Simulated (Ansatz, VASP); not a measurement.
# MnSb in VASP and in Ansatz

File INCAR:

```
SYSTEM = MnSb
PREC     = Accurate       ! precision mode
ENCUT    = 520            ! plane-wave cutoff, eV
EDIFF    = 1E-7           ! SCF threshold, eV
ISMEAR   = -1             ! smearing method
SIGMA    = 0.1            ! smearing width, eV
LREAL    = .FALSE.        ! projectors in reciprocal space
LASPH    = .TRUE.         ! aspherical terms in the spheres
NELM     = 150            ! most SCF steps
ALGO     = Normal         ! electronic algorithm
ISIF     = 2              ! what is computed and relaxed
LWAVE    = .FALSE.        ! write WAVECAR
LCHARG   = .TRUE.         ! write CHGCAR
ISPIN    = 2              ! spin polarisation
MAGMOM   = 0 0 0 0 4.5 -4.5 4.5 -4.5 ! initial moments
LORBIT   = 11             ! projections on sites
LMAXMIX  = 4              ! l up to which the mixer works
GGA      = CA             ! functional
LELF     = .TRUE.         ! ELF
LVHAR    = .TRUE.       
NBANDS   = 50             ! bands
```

The input KPOINTS:

```
regular mesh
0
G
  7 7 2
  0 0 0
```

Contents of POSCAR:

```
MnSb
1.0
    4.1570010400      0.0000000000      0.0000000000
   -2.0785005200      3.6000685000      0.0000000000
    0.0000000000      0.0000000000     11.5300000000
Sb Mn
4 4
Direct
    0.3333333300      0.6666666700      0.1250000000
    0.3333333300      0.6666666700      0.6250000000
    0.6666666700      0.3333333300      0.3750000000
    0.6666666700      0.3333333300      0.8750000000
    0.0000000000      0.0000000000      0.0000000000
    0.0000000000      0.0000000000      0.5000000000
    0.0000000000      0.0000000000      0.2500000000
    0.0000000000      0.0000000000      0.7500000000
```

Input for Ansatz:

```yaml
crystal:
  lattice:
    - [4.15700104, 0.0, 0.0]
    - [-2.07850052, 3.6000685, 0.0]
    - [0.0, 0.0, 11.53]
  atoms:
    - { symbol: Sb, position: [0.33333333, 0.66666667, 0.125] }
    - { symbol: Sb, position: [0.33333333, 0.66666667, 0.625] }
    - { symbol: Sb, position: [0.66666667, 0.33333333, 0.375] }
    - { symbol: Sb, position: [0.66666667, 0.33333333, 0.875] }
    - { symbol: Mn, position: [0.0, 0.0, 0.0], spin: 4.5 }
    - { symbol: Mn, position: [0.0, 0.0, 0.5], spin: -4.5 }
    - { symbol: Mn, position: [0.0, 0.0, 0.25], spin: 4.5 }
    - { symbol: Mn, position: [0.0, 0.0, 0.75], spin: -4.5 }
magnetization:
  spin_polarized: true
hamiltonian:
  xc: lda
  pseudopotentials: { kind: paw }
basis:
  ecutwfc: 420
kpoints:
  mp_grid: { grid: [7, 7, 2] }
scf:
  occupations: { method: fermi_dirac, width: 0.1 }
  lower_state_search: "off"
output:
  forces: true
  stress: true
```

Alike in both runs: task single point; functional LDA; k mesh 7 × 7 × 2; occupations fermi-dirac, width 0.1 eV; collinear spin.

|  | VASP | Ansatz |
| --- | --- | --- |
| version | VASP 6.6.1 | Ansatz 0.2.0 |
| potentials or method | VASP PAW LDA potentials, release 64 (Sb, Mn_pv), cutoff 520 eV | PAW, plane waves, scalar-relativistic |
| valence electrons in the cell | 72 | 120 |

|  | VASP | Ansatz | Ansatz less VASP |
| --- | --- | --- | --- |
| pressure (GPa) | -12.5 | -11.7 | +0.78 |
| traceless stress, the component that is largest in VASP (GPa) | -0.98 | -0.86 | +0.119 |
| rms of the force components (eV/Å) | 0.031 | 0.049 | +0.0172 |
| net moment per atom (μB) | 0.00 | 0.00 | 0.000 |
| size of the moment on the site where the two differ most (μB) | 3.07 | 3.21 | +0.142 |

LDA's correlation is that of Perdew and Zunger in VASP and of Perdew and Wang (1992) in Ansatz. Site moments also hang on the region over which each program counts them. Atom by atom the forces differ by 0.017 eV/Å (rms over components). VASP's potentials hold 72 valence electrons a cell and Ansatz's 120, so a difference there can come from the potentials and not from the codes.

Neither program's run includes spin-orbit coupling.
